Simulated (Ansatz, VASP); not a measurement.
One calculation of Mo, two programs

```
Mo
1.0
     2.37928    0.00000    0.00000
    -1.18964    2.06051    0.00000
     0.00000    0.00000    3.81261
Mo
2
Cartesian
  0.0000 1.3737 0.9532
  1.1896 0.6868 2.8595
```

Change from the starting cell: volume scaled by 0.58, LAPW.

Alike in both runs: task single point; functional PBE; k mesh 15 × 15 × 8; occupations fermi-dirac, width 0.08 eV; no spin polarisation.

|  | VASP | Ansatz |
| --- | --- | --- |
| version | VASP 6.6.1 | Ansatz 0.2.0 |
| potentials or method | VASP PAW PBE potentials, release 64 (Mo_sv), cutoff 520 eV | all-electron LAPW, scalar-relativistic |

Ansatz gave:

- pressure (GPa): 362.2
- traceless stress, the component that is largest in VASP (GPa): -0.13

Q: What did VASP give for the same quantities?

A: Pressure (GPa): 368.8; traceless stress, the component that is largest in VASP (GPa): 0.26.

Both programs put the cell under a high pressure, so it lies far from rest at this level. Ansatz ran all-electron here, and VASP with PAW potentials.

Noted on VASP's run: the cell as given lies far from equilibrium.
